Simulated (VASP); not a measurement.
# KCl (R-3m) in VASP: a series of runs

Runs on KCl. Level: PBEsol. Tasks: electric field gradients.

Everything below comes from runs of VASP 6.6.1. Logs are shortened: lines on timing, memory, paths and dates and some standing lists are left out, and cuts for length are marked.

**1. The cell of the first run**

Symmetry: R-3m, No. 166, trigonal system. The conventional cell has a = 4.508 Å, b = 4.508 Å, c = 10.714 Å, α = 90.00°, β = 90.00°, γ = 120.00°. Within 4.2 Å of K (site symmetry -3m) lie 6 Cl at 3.16 Å. Within 4.2 Å of Cl (site symmetry -3m) lie 6 K at 3.16 Å.

**2. Electric field gradients, PBEsol (equal xy, yz and zx shear strains of -2 %)**

INCAR

```
SYSTEM = KCl
ALGO = Normal
EDIFF = 1E-8
ENCUT = 520
GGA = PS
ISIF = 2
ISMEAR = -1
LASPH = .TRUE.
LCHARG = .FALSE.
LEFG = .TRUE.
LREAL = .FALSE.
LWAVE = .FALSE.
NBANDS = 15
NELM = 60
PREC = Accurate
SIGMA = 0.03
```

KPOINTS

```
k-points
0
G
  7 7 7
  0 0 0
```

POSCAR

```
KCl
1.0
   -0.0631220000      3.1245390000      3.1245390000
    3.1245390000     -0.0631220000      3.1245390000
    3.1245390000      3.1245390000     -0.0631220000
K Cl
1 1
Direct
    0.0000000000      0.0000000000      0.0000000000
    0.5000000000      0.5000000000      0.5000000000
```

Potentials or basis: VASP PAW PBE potentials, release 64 (K_sv, Cl).

The run is started by

```sh
cat potpaw_PBE.64/K_sv/POTCAR potpaw_PBE.64/Cl/POTCAR > POTCAR
mpirun -np 1 vasp_std > vasp.out
```

OUTCAR:

```text
SYSTEM = KCl
   EDIFF = 1E-8
   ENCUT = 520
   GGA = PS
   ISIF = 2
   ISMEAR = -1
   LASPH = .TRUE.
   LREAL = .FALSE.
   NELM = 60
   PREC = Accurate

 ion  position               nearest neighbor table
   1  0.000  0.000  0.000-   2 3.16   2 3.16   2 3.16   2 3.16   2 3.16   2 3.16
   2  0.500  0.500  0.500-   1 3.16   1 3.16   1 3.16   1 3.16   1 3.16   1 3.16

  LATTYP: Found a trigonal (rhomboedric) cell.
 ALAT       =     4.4192162554
 COS(alpha) =     0.4797000918

  Lattice vectors:

 A1 = (  -0.0631220000,   3.1245390000,   3.1245390000)
 A2 = (   3.1245390000,  -0.0631220000,   3.1245390000)
 A3 = (   3.1245390000,   3.1245390000,  -0.0631220000)

Analysis of symmetry for initial positions (statically):
=====================================================================
 Subroutine PRICEL returns:
 Original cell was already a primitive cell.

 Routine SETGRP: Setting up the symmetry group for a
 trigonal (rhombohedral) supercell.

 Subroutine GETGRP returns: Found 12 space group operations
 (whereof 12 operations were pure point group operations)
 out of a pool of 12 trial point group operations.

The static configuration has the point symmetry D_3d.

Analysis of symmetry for dynamics (positions and initial velocities):
=====================================================================
 Subroutine PRICEL returns:
 Original cell was already a primitive cell.

 Routine SETGRP: Setting up the symmetry group for a
 trigonal (rhombohedral) supercell.

 Subroutine GETGRP returns: Found 12 space group operations
 (whereof 12 operations were pure point group operations)
 out of a pool of 12 trial point group operations.

The dynamic configuration has the point symmetry D_3d.

 Subroutine INISYM returns: Found 12 space group operations
 (whereof 12 operations are pure point group operations),
 and found     1 'primitive' translations

----------------------------------------------------------------------------------------

                                     Primitive cell

  volume of cell :      62.8566

  direct lattice vectors                    reciprocal lattice vectors
    -0.063122000  3.124539000  3.124539000    -0.155254263  0.158455382  0.158455382
     3.124539000 -0.063122000  3.124539000     0.158455382 -0.155254263  0.158455382
[... 137 lines left out ...]
 fundamental gap:      4.9541963287
 Fermi energy:        -1.2939060160

 k-point     1 :       0.0000    0.0000    0.0000
  band No.  band energies     occupation
      1     -29.0089      2.00000
      2     -14.0195      2.00000
      3     -12.5356      2.00000
      4     -12.5342      2.00000
      5     -12.5342      2.00000
      6      -1.9560      2.00000
      7      -1.9560      2.00000
      8      -1.9012      2.00000
      9       3.0530      0.00000
     10       6.2665      0.00000
     11       6.2665      0.00000
     12       6.5285      0.00000
     13       7.2361      0.00000
     14       7.2361      0.00000
[... 401 lines left out ...]
      2     -14.0894      2.00000
      3     -12.5826      2.00000
      4     -12.5517      2.00000
      5     -12.4291      2.00000
      6      -2.7040      2.00000
      7      -2.2307      2.00000
      8      -2.1721      2.00000
      9       5.2504      0.00000
     10       5.4606      0.00000
     11       7.9910      0.00000
     12       8.0014      0.00000
     13       8.4338      0.00000
     14       8.7711      0.00000
     15      10.0953      0.00000

 [... further k-points ...]

------------------------ aborting loop because EDIFF is reached ----------------------------------------

  FORCE on cell =-STRESS in cart. coord.  units (eV):
  Direction    XX          YY          ZZ          XY          YZ          ZX
  --------------------------------------------------------------------------------------
  -------------------------------------------------------------------------------------
  Total       -0.2051391     -0.2051391     -0.2051391      0.0491397      0.0491397      0.0491397
  in kB       -5.2288715     -5.2288715     -5.2288715      1.2525400      1.2525400      1.2525400
  external PRESSURE =      -5.2288715 kB  Pullay stress =       0.0000000 kB

 VOLUME and BASIS-vectors are now :
 -----------------------------------------------------------------------------
  energy-cutoff  :      520.00
  volume of cell :       62.86
      direct lattice vectors                 reciprocal lattice vectors
    -0.063122000  3.124539000  3.124539000    -0.155254263  0.158455382  0.158455382
     3.124539000 -0.063122000  3.124539000     0.158455382 -0.155254263  0.158455382
     3.124539000  3.124539000 -0.063122000     0.158455382  0.158455382 -0.155254263

 POSITION                                       TOTAL-FORCE (eV/Angst)
 -----------------------------------------------------------------------------------
      0.00000      0.00000      0.00000         0.000000     -0.000000      0.000000
      3.09298      3.09298      3.09298        -0.000000      0.000000     -0.000000
 -----------------------------------------------------------------------------------
    total drift:                                0.000000      0.000000      0.000000

  FREE ENERGIE OF THE ION-ELECTRON SYSTEM (eV)
  ---------------------------------------------------
  free  energy   TOTEN  =        -7.0191448164 eV

  energy  without entropy=       -7.0191448164  energy(sigma->0) =       -7.01914482

 Electric field gradients (V/A^2)
---------------------------------------------------------------------
 ion       V_xx      V_yy      V_zz      V_xy      V_xz      V_yz
---------------------------------------------------------------------
   1       0.000     0.000    -0.000     1.070     1.070     1.070
   2      -0.000     0.000     0.000    -1.292    -1.292    -1.292
---------------------------------------------------------------------

 Electric field gradients after diagonalization (V/A^2)
 (convention: |V_zz| > |V_xx| > |V_yy|)
----------------------------------------------------------------------
 ion       V_xx      V_yy      V_zz     asymmetry (V_yy - V_xx)/ V_zz
----------------------------------------------------------------------
   1      -1.070    -1.070     2.141       0.000
   2       1.292     1.292    -2.583       0.000
----------------------------------------------------------------------

           NMR quadrupolar parameters

 Cq : quadrupolar parameter    Cq=e*Q*V_zz/h
 eta: asymmetry parameters     (V_yy - V_xx)/ V_zz
 Q  : nuclear electric quadrupole moment in mb (millibarn)
----------------------------------------------------------------------
 ion       Cq(MHz)       eta       Q (mb)
----------------------------------------------------------------------
   1       0.005       0.000       1.000
   2      -0.006       0.000       1.000
----------------------------------------------------------------------
```

OSZICAR:

```text
N       E                     dE             d eps       ncg     rms          rms(c)
DAV:   1     0.103756047807E+03    0.10376E+03   -0.71424E+03  1320   0.961E+02
DAV:   2    -0.600664126031E+00   -0.10436E+03   -0.95839E+02  1744   0.239E+02
DAV:   3    -0.704131330802E+01   -0.64406E+01   -0.64022E+01  1811   0.524E+01
DAV:   4    -0.726924582241E+01   -0.22793E+00   -0.22788E+00  2026   0.918E+00
DAV:   5    -0.727095688700E+01   -0.17111E-02   -0.17110E-02  1825   0.879E-01    0.316E+00
DAV:   6    -0.702192944974E+01    0.24903E+00   -0.35089E-01  1726   0.315E+00    0.259E+00
DAV:   7    -0.700791461554E+01    0.14015E-01   -0.80625E-02  1817   0.168E+00    0.150E+00
DAV:   8    -0.701805296480E+01   -0.10138E-01   -0.15127E-02  1734   0.906E-01    0.199E-01
DAV:   9    -0.701855387784E+01   -0.50091E-03   -0.78450E-04  1761   0.177E-01    0.952E-02
DAV:  10    -0.701913372012E+01   -0.57984E-03   -0.58531E-04  1411   0.148E-01    0.238E-02
DAV:  11    -0.701914197677E+01   -0.82567E-05   -0.25247E-05  1900   0.297E-02    0.167E-02
DAV:  12    -0.701914483675E+01   -0.28600E-05   -0.85776E-06  1488   0.159E-02    0.671E-03
DAV:  13    -0.701914481663E+01    0.20122E-07   -0.77031E-07  1607   0.568E-03    0.525E-04
DAV:  14    -0.701914481641E+01    0.22578E-09   -0.65392E-08  1698   0.164E-03
   1 F= -.70191448E+01 E0= -.70191448E+01  d E =-.202362E-10
```

Run time: 71 s. Hardware: 1 thread of Intel Xeon 8259CL, shared host; peak memory 0.22 GiB.

What came out:

| Item | Value |
| --- | --- |
| Free energy | -7.0191 eV |
| Pressure | -0.5 GPa |
| Band gap on the k mesh | 4.95 eV |
| Largest electric field gradient by atom | K +2.1; Cl -2.6 V/Å² |

Levels at points of the mesh, in eV from the valence-band top:
```
           k point  band 4  band 5  band 6  band 7  band 8  band 9  band 10  band 11  band 12  band 13
(0.00, 0.00, 0.00)  -10.63  -10.63   -0.05   -0.05    0.00    4.95     8.17     8.17     8.43     9.14
```

Electric field gradients, principal values (V/Å²):
| atom | least | middle | greatest (by size) |
| --- | --- | --- | --- |
| 1 K | -1.070 | -1.070 | 2.141 |
| 2 Cl | 1.292 | 1.292 | -2.583 |

Caveat: the cell differs from its parent crystal (equal xy, yz and zx shear strains of -2 %); without QUAD_EFG the Cq values of the log hold for a quadrupole moment of 1 mb, not for the nuclei; the PAW data sets were made with another functional, which shifts forces and pressure a little; an odd mesh through Γ misses points on the zone boundary, where band edges can lie.

**3. Electric field gradients, PBEsol (equal xy, yz and zx shear strains of -1 %)**

INCAR

```
PREC     = Accurate       # precision mode
ENCUT    = 520            # plane-wave cutoff, eV
EDIFF    = 1E-8           # SCF threshold, eV
ISMEAR   = -1             # smearing method
SIGMA    = 0.03           # smearing width, eV
LREAL    = F              # projectors in reciprocal space
LASPH    = T              # aspherical terms in the spheres
NELM     = 60             # most SCF steps
ALGO     = Normal         # electronic algorithm
ISIF     = 2              # what is computed and relaxed
LWAVE    = F              # write WAVECAR
LCHARG   = F              # write CHGCAR
GGA      = PS             # functional
LEFG     = T            
NBANDS   = 15             # bands
```

KPOINTS

```
Automatic mesh
0
Gamma
  7 7 7
```

POSCAR

```
KCl
1.0
   -0.0315610000      3.1403195000      3.1403195000
    3.1403195000     -0.0315610000      3.1403195000
    3.1403195000      3.1403195000     -0.0315610000
K Cl
1 1
Direct
    0.0000000000      0.0000000000      0.0000000000
    0.5000000000      0.5000000000      0.5000000000
```

Potentials or basis: VASP PAW PBE potentials, release 64 (K_sv, Cl).

The run is started by

```sh
cat potpaw_PBE.64/K_sv/POTCAR potpaw_PBE.64/Cl/POTCAR > POTCAR
mpirun -np 1 vasp_std > vasp.out
```

OUTCAR:

```text
PREC = Accurate
   ENCUT = 520
   EDIFF = 1E-8
   ISMEAR = -1
   LREAL = F
   LASPH = T
   NELM = 60
   ISIF = 2
   GGA = PS

 ion  position               nearest neighbor table
   1  0.000  0.000  0.000-   2 3.16   2 3.16   2 3.16   2 3.16   2 3.16   2 3.16
   2  0.500  0.500  0.500-   1 3.16   1 3.16   1 3.16   1 3.16   1 3.16   1 3.16

  LATTYP: Found a trigonal (rhomboedric) cell.
 ALAT       =     4.4411945714
 COS(alpha) =     0.4899250057

  Lattice vectors:

 A1 = (  -0.0315610000,   3.1403195000,   3.1403195000)
 A2 = (   3.1403195000,  -0.0315610000,   3.1403195000)
 A3 = (   3.1403195000,   3.1403195000,  -0.0315610000)

Analysis of symmetry for initial positions (statically):
=====================================================================
 Subroutine PRICEL returns:
 Original cell was already a primitive cell.

 Routine SETGRP: Setting up the symmetry group for a
 trigonal (rhombohedral) supercell.
[... 621 lines left out ...]
  volume of cell :       62.87
      direct lattice vectors                 reciprocal lattice vectors
    -0.031561000  3.140319500  3.140319500    -0.156839057  0.158431332  0.158431332
     3.140319500 -0.031561000  3.140319500     0.158431332 -0.156839057  0.158431332
     3.140319500  3.140319500 -0.031561000     0.158431332  0.158431332 -0.156839057

 POSITION                                       TOTAL-FORCE (eV/Angst)
 -----------------------------------------------------------------------------------
      0.00000      0.00000      0.00000        -0.000000      0.000000     -0.000000
      3.12454      3.12454      3.12454         0.000000     -0.000000      0.000000
 -----------------------------------------------------------------------------------
    total drift:                                0.000000      0.000000      0.000000

  FREE ENERGIE OF THE ION-ELECTRON SYSTEM (eV)
  ---------------------------------------------------
  free  energy   TOTEN  =        -7.0202216808 eV

  energy  without entropy=       -7.0202216808  energy(sigma->0) =       -7.02022168

 Electric field gradients (V/A^2)
---------------------------------------------------------------------
 ion       V_xx      V_yy      V_zz      V_xy      V_xz      V_yz
---------------------------------------------------------------------
   1      -0.000     0.000    -0.000     0.540     0.540     0.540
   2       0.000     0.000     0.000    -0.660    -0.660    -0.660
---------------------------------------------------------------------

 Electric field gradients after diagonalization (V/A^2)
 (convention: |V_zz| > |V_xx| > |V_yy|)
----------------------------------------------------------------------
 ion       V_xx      V_yy      V_zz     asymmetry (V_yy - V_xx)/ V_zz
----------------------------------------------------------------------
   1      -0.540    -0.540     1.080       0.000
   2       0.660     0.660    -1.320       0.000
----------------------------------------------------------------------

           NMR quadrupolar parameters

 Cq : quadrupolar parameter    Cq=e*Q*V_zz/h
 eta: asymmetry parameters     (V_yy - V_xx)/ V_zz
 Q  : nuclear electric quadrupole moment in mb (millibarn)
----------------------------------------------------------------------
 ion       Cq(MHz)       eta       Q (mb)
----------------------------------------------------------------------
   1       0.003       0.000       1.000
   2      -0.003       0.000       1.000
----------------------------------------------------------------------
```

stdout:

```text
POSCAR found type information on POSCAR K Cl
 POSCAR found :  2 types and       2 ions
 scaLAPACK will be used
 -----------------------------------------------------------------------------
|                                                                             |
|                                                                             |
|     You enforced a specific xc type in the INCAR file but a different       |
|     I HOPE YOU KNOW WHAT YOU ARE DOING!                                     |
|                                                                             |
 -----------------------------------------------------------------------------

 LDA part: xc-table for (Slater+PW92), standard interpolation
 POSCAR, INCAR and KPOINTS ok, starting setup
 FFT: planning ... GRIDC
 FFT: planning ... GRID_SOFT
 FFT: planning ... GRID
 WAVECAR not read
 entering main loop
ion   1

ion   2
```

It took 73 s on 1 thread of Intel Xeon 8259CL, shared host; peak memory 0.22 GiB.

What came out:

```
Free energy                             : -7.0202 eV
Pressure                                : -0.5 GPa
Band gap on the k mesh                  : 4.97 eV
Largest electric field gradient by atom : K +1.1; Cl -1.3 V/Å²
```

Electric field gradients, principal values (V/Å²):
| atom | least | middle | greatest (by size) |
| --- | --- | --- | --- |
| 1 K | -0.540 | -0.540 | 1.080 |
| 2 Cl | 0.660 | 0.660 | -1.320 |

Caveat: the cell differs from its parent crystal (equal xy, yz and zx shear strains of -1 %); without QUAD_EFG the Cq values of the log hold for a quadrupole moment of 1 mb, not for the nuclei; the PAW data sets were made with another functional, which shifts forces and pressure a little; an odd mesh through Γ misses points on the zone boundary, where band edges can lie.

[end of part 1 of 2]
